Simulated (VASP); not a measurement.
# SnSe2 (C2/m) in VASP: further runs, part 2 of 2

VASP 6.6.1.

**4. Single point, PBEsol (strain +0.0450 x Voigt [1, -1, 0, 0, 0, 0])**

Contents of INCAR:

```
ALGO = Normal
EDIFF = 1E-6
ENCUT = 520
GGA = PS
ISIF = 2
ISMEAR = 0
LASPH = True
LCHARG = False
LREAL = False
LWAVE = False
NBANDS = 20
NELM = 80
PREC = Accurate
SIGMA = 0.05
```

Contents of KPOINTS:

```
k-points
0
Gamma
  12 12 6
```

Contents of POSCAR:

```
SnSe2
1.0
    3.9907751232      0.0000000000      0.0000000000
   -1.9953875616      3.1584570037      0.0000000000
    0.0000000000      0.0000000000      6.1455711062
Sn Se
1 2
Direct
    0.0000000000      0.0000000000      0.0000000000
    0.3333333333      0.6666666667      0.2580716066
    0.6666666667      0.3333333333      0.7419283934
```

Potentials or basis: VASP PAW PBE potentials, release 64 (Sn_d, Se).

Launch:

```sh
> cat potpaw_PBE.64/Sn_d/POTCAR potpaw_PBE.64/Se/POTCAR > POTCAR
> mpirun -np 1 vasp_std > vasp.out
```

OUTCAR:

```text
EDIFF = 1E-6
   ENCUT = 520
   GGA = PS
   ISIF = 2
   ISMEAR = 0
   LASPH = True
   LREAL = False
   NELM = 80
   PREC = Accurate

 ion  position               nearest neighbor table
   1  0.000  0.000  0.000-   2 2.64   3 2.64   3 2.76   2 2.76   3 2.76   2 2.76
   2  0.333  0.667  0.258-   1 2.64   1 2.76   1 2.76
   3  0.667  0.333  0.742-   1 2.64   1 2.76   1 2.76

  Warning from LATTYP: Monoclinic adjustment (A1->A3, A2->A1, A3->A2)!
  LATTYP: Found a base centered orthorhombic cell.
 ALAT       =     3.9907751232
 B/A-ratio  =     1.5828789677
 C/A-ratio  =     1.5399442255

  Lattice vectors:

 A1 = (   1.9953875616,  -3.1584570037,   0.0000000000)
 A2 = (   1.9953875616,   3.1584570037,   0.0000000000)
 A3 = (   0.0000000000,   0.0000000000,   6.1455711062)

Analysis of symmetry for initial positions (statically):
=====================================================================
 Subroutine PRICEL returns:
 Original cell was already a primitive cell.

 Routine SETGRP: Setting up the symmetry group for a
 base centered orthorhombic supercell.

 Subroutine GETGRP returns: Found  4 space group operations
 (whereof  4 operations were pure point group operations)
 out of a pool of  8 trial point group operations.

The static configuration has the point symmetry C_2h.

Analysis of symmetry for dynamics (positions and initial velocities):
=====================================================================
 Subroutine PRICEL returns:
 Original cell was already a primitive cell.

 Routine SETGRP: Setting up the symmetry group for a
 base centered orthorhombic supercell.

 Subroutine GETGRP returns: Found  4 space group operations
 (whereof  4 operations were pure point group operations)
[... 117 lines left out ...]
   EMIN   =  10.00;   EMAX   =-10.00  energy-range for DOS
   EFERMI =   0.00;   METHOD = LEGACY
   ISMEAR =     0;   SIGMA  =   0.05  broadening in eV -4-tet -1-fermi 0-gaus
   EFERMI_NEDOS =   21; number of points for ismear=-14 and -15
   IALGO  =     38    algorithm
   IMIX   =      4    mixing-type and parameters
     AMIX     =   0.40;   BMIX     =  1.00
     AMIX_MAG =   1.60;   BMIX_MAG =  1.00
  volume/ion in A,a.u.               =      25.82       174.25
  Fermi-wavevector in a.u.,A,eV,Ry     =   1.137718  2.149974 17.611398  1.294401
  Thomas-Fermi vector in A             =   2.274422
   LORBIT       =      0    0 simple, 1 ext, 2 COOP (PROOUT), +10 PAW based schemes
   GGA     = PS    functional components
   LHFCALC =     F    Hartree Fock is set to
   AEXX    =    0.0000 exact exchange contribution
   IVDW    =     0    specifies the selected vdW correction
   LEPSILON=     F    determine dielectric tensor
   LRPA    =     F    only Hartree local field effects (RPA)
 non-spin polarized calculation
 Gauss-broadening in eV      SIGMA  =   0.05
  energy-cutoff  :      520.00
  volume of cell :       77.46
 maximum number of plane-waves:      2110
 NGX is ok and might be reduce to    30
   NGX = 15   NGY = 13   NGZ = 23

 number of electron      26.0000001 magnetization

 Free energy of the ion-electron system (eV)
  ---------------------------------------------------
  ext. energy  EPLUGINS =         0.00000000
  ---------------------------------------------------
  free energy    TOTEN  =       -12.91423120 eV

  energy without entropy =      -12.91414071  energy(sigma->0) =      -12.91418595

 E-fermi :   4.2567     XC(G=0):  -9.6682

 val. band max:        4.2239929036   @ k =  -0.1667   0.0833   0.0000
 cond. band min:       4.2905339266   @ k =   0.0000   0.4167   0.3333
 fundamental gap:      0.0665410230
 Fermi energy:         4.2567315124

 k-point     1 :       0.0000    0.0000    0.0000
  band No.  band energies     occupation
      1     -17.1290      2.00000
      2     -17.1055      2.00000
      3     -17.0773      2.00000
      4     -17.0717      2.00000
      5     -17.0535      2.00000
      6      -9.8260      2.00000
[... 541 lines left out ...]
     19      12.8154      0.00000
     20      14.0715      0.00000

 [... further k-points ...]

------------------------ aborting loop because EDIFF is reached ----------------------------------------

  FORCE on cell =-STRESS in cart. coord.  units (eV):
  Direction    XX          YY          ZZ          XY          YZ          ZX
  --------------------------------------------------------------------------------------
  -------------------------------------------------------------------------------------
  Total       -1.1685313      1.7972616      0.1192812      0.0000000      0.3053711      0.0000000
  in kB      -24.1688753     37.1729828      2.4671086      0.0000000      6.3160283      0.0000000
  external PRESSURE =       5.1570720 kB  Pullay stress =       0.0000000 kB

 VOLUME and BASIS-vectors are now :
 -----------------------------------------------------------------------------
  energy-cutoff  :      520.00
  volume of cell :       77.46
      direct lattice vectors                 reciprocal lattice vectors
     3.990775123  0.000000000  0.000000000     0.250577888  0.158305147  0.000000000
    -1.995387562  3.158457004  0.000000000     0.000000000  0.316610294  0.000000000
     0.000000000  0.000000000  6.145571106     0.000000000  0.000000000  0.162718807

 POSITION                                       TOTAL-FORCE (eV/Angst)
 -----------------------------------------------------------------------------------
      0.00000      0.00000      0.00000         0.000000      0.000000      0.000000
     -0.00000      2.10564      1.58600        -0.000000      0.107049      0.041874
      1.99539      1.05282      4.55957         0.000000     -0.107049     -0.041874
 -----------------------------------------------------------------------------------
    total drift:                                0.000000     -0.000000      0.000000

  FREE ENERGIE OF THE ION-ELECTRON SYSTEM (eV)
  ---------------------------------------------------
  free  energy   TOTEN  =       -12.9142311970 eV

  energy  without entropy=      -12.9141407055  energy(sigma->0) =      -12.91418595
```

Wall time 5.8 min (1 thread of Intel Xeon 8259CL, shared host); peak memory 0.47 GiB.

What came out:

| Property | Result |
| --- | --- |
| Free energy | -12.9142 eV |
| Pressure | 0.5 GPa |
| Largest force | 0.115 eV/Å |
| Band gap on the k mesh | 0.07 eV (least direct gap 0.92 eV) |

Forces in eV/Å, atoms in the order of the input:
```
Sn   0.000  0.000  0.000
Se   0.000  0.107  0.042
Se   0.000 -0.107 -0.042
```

Levels at points of the mesh, in eV from the valence-band top:
| k point | band 9 | band 10 | band 11 | band 12 | band 13 | band 14 | band 15 | band 16 | band 17 | band 18 |
| --- | --- | --- | --- | --- | --- | --- | --- | --- | --- | --- |
| (0.00, 0.00, 0.00) | -0.87 | -0.75 | -0.68 | -0.38 | -0.15 | 0.77 | 2.61 | 4.02 | 5.15 | 7.88 |
| (0.50, 0.00, 0.00) | -4.57 | -3.39 | -2.33 | -1.66 | -0.23 | 1.26 | 3.74 | 5.08 | 5.24 | 6.51 |
| (0.00, 0.50, 0.00) | -4.55 | -3.20 | -3.01 | -1.52 | -0.81 | 0.42 | 2.84 | 4.43 | 4.81 | 6.85 |
| (0.00, 0.00, 0.50) | -2.52 | -0.99 | -0.66 | -0.49 | -0.16 | 2.34 | 2.50 | 3.72 | 4.83 | 7.44 |
| (0.50, 0.00, 0.50) | -5.09 | -2.45 | -1.96 | -1.03 | -0.69 | 0.56 | 3.80 | 4.55 | 5.51 | 6.10 |
| (0.00, 0.50, 0.50) | -5.09 | -2.99 | -2.18 | -1.32 | -1.27 | 0.37 | 3.55 | 4.35 | 5.48 | 5.59 |

Caveat: the cell differs from its parent crystal (strain +0.0450 x Voigt [1, -1, 0, 0, 0, 0]); the stress differs along the axes, from -2 to 4 GPa; semilocal functionals underestimate gaps, and a narrow one can read as zero; the PAW data sets were made with another functional, which shifts forces and pressure a little; spin-orbit coupling is left out, which moves the levels of the heavy elements; this functional lacks dispersion, which binds layers or chains, so the pressure and a relaxed spacing across them are unreliable.

**5. The runs side by side**

| cell | gap on the mesh (eV) | pressure (GPa) | largest force (eV/Å) |
| --- | --- | --- | --- |
| a = 3.590, b = 3.938, c = 6.146 Å, angles 90.0, 90.0, 117.1°, 3 atoms | none | 0.9 | 0.14 |
| a = 4.048, b = 3.710, c = 6.146 Å, angles 90.0, 90.0, 123.1°, 3 atoms | none | 0.8 | 0.17 |
| a = 3.991, b = 3.736, c = 6.146 Å, angles 90.0, 90.0, 122.3°, 3 atoms | 0.07 | 0.5 | 0.11 |

Alike in all rows: task single point; level PBEsol; potentials or basis VASP PAW PBE potentials, release 64 (Sn_d, Se); no spin polarisation; k mesh 12 × 12 × 6; cutoff (eV) 520; smearing gaussian 0.05 eV.

Caveats: semilocal functionals underestimate gaps, and a narrow one can read as zero; the PAW data sets were made with another functional, which shifts forces and pressure a little; spin-orbit coupling is left out, which moves the levels of the heavy elements; this functional lacks dispersion, which binds layers or chains, so the pressure and a relaxed spacing across them are unreliable; the stress differs along the axes, from -4 to 6 GPa (at least some runs); the stress differs along the axes, from -3 to 5 GPa (at least some runs); the stress differs along the axes, from -2 to 4 GPa (at least some runs).

Absolute energies hang on the potentials; compare differences alone.

The gap in the log of VASP goes by the Fermi energy; the results here count the filled bands.